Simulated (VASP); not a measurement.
Runs of VASP 6.6.1 on LiNbO3. The structure is that of space group R3c (No. 161), or close to it. The cells are those of the table. 

| cell | gap on the mesh (eV) | pressure (GPa) | largest force (eV/Å) |
| --- | --- | --- | --- |
| a = 5.615 Å, angles 53.0°, 10 atoms | 3.29 | -5.9 | 0.23 |
| a = 5.351 Å, angles 58.5°, 10 atoms | 3.30 | -8.1 | 0.52 |
| a = 5.477 Å, angles 55.7°, 10 atoms | (a) | (b) | 0.36 |
| a = 5.545 Å, angles 54.4°, 10 atoms | 3.34 | -6.4 | 0.29 |
| a = 5.413 Å, angles 57.1°, 10 atoms | 3.35 | -7.4 | 0.44 |

Alike in all rows: task single point; level LDA; potentials or basis VASP PAW LDA potentials, release 64 (Li_sv, Nb_sv, O); no spin polarisation; k mesh 6 × 6 × 6; cutoff (eV) 750; smearing gaussian 0.05 eV.

**Question.** Fill in the values left out.

**Answer.** (a) 3.37; (b) -6.9.

Caveats: the cell stands under tension (at least some runs); the stress differs along the axes, from -13 to -2 GPa (at least some runs); the stress differs along the axes, from -12 to -0 GPa (at least some runs); the stress differs along the axes, from -10 to -3 GPa (at least some runs).

A k mesh can miss the band edges, and the runs leave out spin-orbit coupling on Nb.
